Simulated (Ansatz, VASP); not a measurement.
## One calculation of PbSe, two programs

File POSCAR:

```
PbSe
1.0
    0.0000000000      3.0606500000      3.0606500000
    3.0606500000      0.0000000000      3.0606500000
    3.0606500000      3.0606500000      0.0000000000
Pb Se
1 1
Direct
    0.0000000000      0.0000000000      0.0000000000
    0.5000000000      0.5000000000      0.5000000000
```

File INCAR.step1:

```
SYSTEM = PbSe
ALGO = Normal
EDIFF = 1E-4
ENCUT = 520
GGA = PE
ISMEAR = 0
LASPH = .TRUE.
LCHARG = .FALSE.
LREAL = .FALSE.
LWAVE = .TRUE.
NBANDS = 17
NELM = 100
PREC = Accurate
SIGMA = 0.01
```

INCAR.step2

```
SYSTEM = PbSe
ALGO = Normal
EDIFF = 1E-6
ENCUT = 520
ISIF = 2
ISMEAR = 0
ISTART = 1
LASPH = .TRUE.
LCHARG = .TRUE.
LELF = .TRUE.
LMIXTAU = .TRUE.
LREAL = .FALSE.
LVHAR = .TRUE.
LWAVE = .FALSE.
METAGGA = R2SCAN
NBANDS = 17
NELM = 100
PREC = Accurate
SIGMA = 0.01
```

File KPOINTS:

```
k-points
0
G
  6 6 6
  0 0 0
```

Input for Ansatz:

```yaml
crystal:
  lattice:
    - [0.0, 3.06065, 3.06065]
    - [3.06065, 0.0, 3.06065]
    - [3.06065, 3.06065, 0.0]
  atoms:
    - { symbol: Pb, position: [0.0, 0.0, 0.0] }
    - { symbol: Se, position: [0.5, 0.5, 0.5] }
basis:
  ecutwfc: 503.410645550778
kpoints:
  mp_grid:
    grid: [6, 6, 6]
hamiltonian:
  xc: r2scan
scf:
  max_iter: 95
  convergence:
    dr2_threshold: 1.0e-09
  occupations:
    method: fixed
output:
  stress: true
```

Alike in both runs: task single point; functional r2SCAN; k mesh 6 × 6 × 6; no spin polarisation.

```csv
,VASP,Ansatz
version,VASP 6.6.1,Ansatz 0.2.0
potentials or method,"VASP PAW PBE potentials, release 64 (Pb_d, Se), cutoff 520 eV","plane waves, PAW"
occupations,"gaussian, width 0.01 eV",fixed
valence electrons in the cell,20,30
```

```tsv
	VASP	Ansatz	Ansatz less VASP
pressure (GPa)	1.5	1.5	-0.02
```

VASP's potentials were made for PBE, not for r2SCAN. VASP's potentials hold 20 valence electrons a cell and Ansatz's 30, so a difference there can come from the potentials and not from the codes. Ansatz's warnings: stress scf threshold loose.

Spin-orbit coupling is off throughout.
